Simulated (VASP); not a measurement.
The system is MoS2.

```
Mo S
1.0
     1.58550    0.91539    6.11500
    -1.58550    0.91539    6.11500
     0.00000   -1.83078    6.11500
Mo S
1 2
Direct
  0.00000 0.00000 0.00000
  0.25000 0.25000 0.25000
  0.75000 0.75000 0.75000
```

| Property | Result |
| --- | --- |
| Program | VASP 6.6.1 |
| Task | relaxation of cell and atoms |
| Functional | PBEsol |
| Potentials or basis | VASP PAW PBE potentials, release 64 (Mo_sv, S) |
| Cutoff | 600 eV |
| k mesh | 10 × 10 × 10 |
| Occupations | fermi-dirac, width 0.05 eV |
| Spin | no spin polarisation |

At the start: pressure 2.8 GPa; volume 17.75 Å³/atom.

Where does the relaxation end?

Over 19 steps the energy falls by 15.3 meV/atom and the volume is 17.24 Å³/atom (-2.9 %); space group R-3m (No. 166, to 0.1 Å) before and after.

Step by step:
```csv
step,energy change (eV),largest force (eV/Å),pressure (GPa),volume (Å³)
1,0.0000,0.7625,2.85,53.25
2,0.0267,0.7566,-7.25,55.71
3,-0.0267,0.0924,-1.64,54.25
4,-0.0406,0.0457,-0.73,53.40
5,-0.0423,0.0308,-0.24,53.00
6,-0.0423,0.0297,-0.22,52.96
7,-0.0423,0.0289,-0.19,52.93
8,-0.0427,0.0750,0.16,52.78
9,-0.0427,0.1030,0.38,52.68
10,-0.0429,0.1012,0.38,52.66
11,-0.0432,0.0979,0.33,52.61
12,-0.0439,0.0910,0.25,52.51
13,-0.0448,0.0773,0.10,52.31
14,-0.0448,0.0509,-0.17,51.90
15,-0.0451,0.0658,-0.02,52.11
16,-0.0455,0.0231,-0.24,52.07
17,-0.0456,0.0207,-0.46,52.03
18,-0.0459,0.0103,-0.26,51.90
19,-0.0460,0.0035,0.00,51.73
```

Final structure:
```
Mo S
1.0
     1.56253    0.90213    6.11614
    -1.56253    0.90213    6.11614
     0.00000   -1.80425    6.11614
Mo S
1 2
Direct
  0.00000 0.00000 0.00000
  0.24628 0.24628 0.24628
  0.75372 0.75372 0.75372
```

Caveat: the PAW data sets were made with another functional, which shifts forces and pressure a little.
